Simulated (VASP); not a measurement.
Input of a VASP 6.6.1 run:

Contents of INCAR:

```
SYSTEM = SiO2
PREC = Accurate
ENCUT = 600
EDIFF = 1E-6
ISMEAR = -1
SIGMA = 0.05
LREAL = .FALSE.
LASPH = .TRUE.
NELM = 80
ALGO = Normal
ISIF = 3
LWAVE = .FALSE.
LCHARG = .FALSE.
IBRION = 2
NSW = 80
EDIFFG = -0.005
```

Contents of KPOINTS:

```
Automatic mesh
0
G
  6 6 6
  0 0 0
```

POSCAR

```
SiO2
1.0
    0.0000000000      4.7162571100      7.3627753715
    2.3595806657      0.0000000000      7.3627753715
    2.3595806657      4.7162571100      0.0000000000
Si O
4 8
Direct
    0.9367689200      0.9367689200      0.5632310800
    0.6867689200      0.6867689200      0.3132310800
    0.3132310800      0.3132310800      0.6867689200
    0.5632310800      0.5632310800      0.9367689200
    0.0634396000      0.4365604000      0.0634396000
    0.4365604000      0.0634396000      0.4365604000
    0.8134396000      0.1865604000      0.8134396000
    0.1865604000      0.8134396000      0.1865604000
    0.1250000000      0.6250000000      0.6250000000
    0.6250000000      0.6250000000      0.6250000000
    0.6250000000      0.6250000000      0.1250000000
    0.6250000000      0.1250000000      0.6250000000
```

Potentials or basis: VASP PAW LDA potentials, release 64 (Si, O).

Command:

```sh
$ cat potpaw_LDA.64/Si/POTCAR potpaw_LDA.64/O/POTCAR > POTCAR
$ mpirun -np 1 vasp_std > vasp.out
```

(1) Estimate the relaxed volume.

(2) What does it give for the band gap on the k mesh?

## Answers

(1) 13.52 Å³/atom.

(2) 5.59 eV.
